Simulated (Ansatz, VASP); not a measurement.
# One calculation of ZnIn2Cl4, two programs

```
CELL_PARAMETERS angstrom
-3.72328 3.72328 4.09820
3.72328 -3.72328 4.09820
3.72328 3.72328 -4.09820
ATOMIC_POSITIONS crystal
Zn 0.00000 0.00000 0.00000
In 0.75000 0.25000 0.50000
In 0.25000 0.75000 0.50000
Cl 0.22402 0.22402 0.44805
Cl 0.22402 0.77598 0.00000
Cl 0.77598 0.77598 0.55195
Cl 0.77598 0.22402 0.00000
```

Change from the starting cell: relaxed end of: species swapped into the Na2H4Pt type (I4/mmm, No. 139).

Alike in both runs: task single point; functional PBE; k mesh 4 × 4 × 4; occupations gaussian, width 0.1 eV; no spin polarisation.

```csv
,VASP,Ansatz
version,VASP 6.6.1,Ansatz 0.2.0
potentials or method,"VASP PAW PBE potentials, release 64 (Zn, In_d, Cl), cutoff 520 eV","scalar-relativistic, plane waves, PAW"
valence electrons in the cell,66,66
```

```tsv
	VASP	Ansatz	Ansatz less VASP
gap on the k mesh at the Fermi level (eV)	2.25	2.25	-0.002
least direct gap on the mesh (eV)	2.25	2.25	-0.002
pressure (GPa)	0.0	0.0	+0.01
rms of the force components (eV/Å)	0.004	0.002	-0.0025
```

Atom by atom the forces differ by 0.006 eV/Å (rms over components).
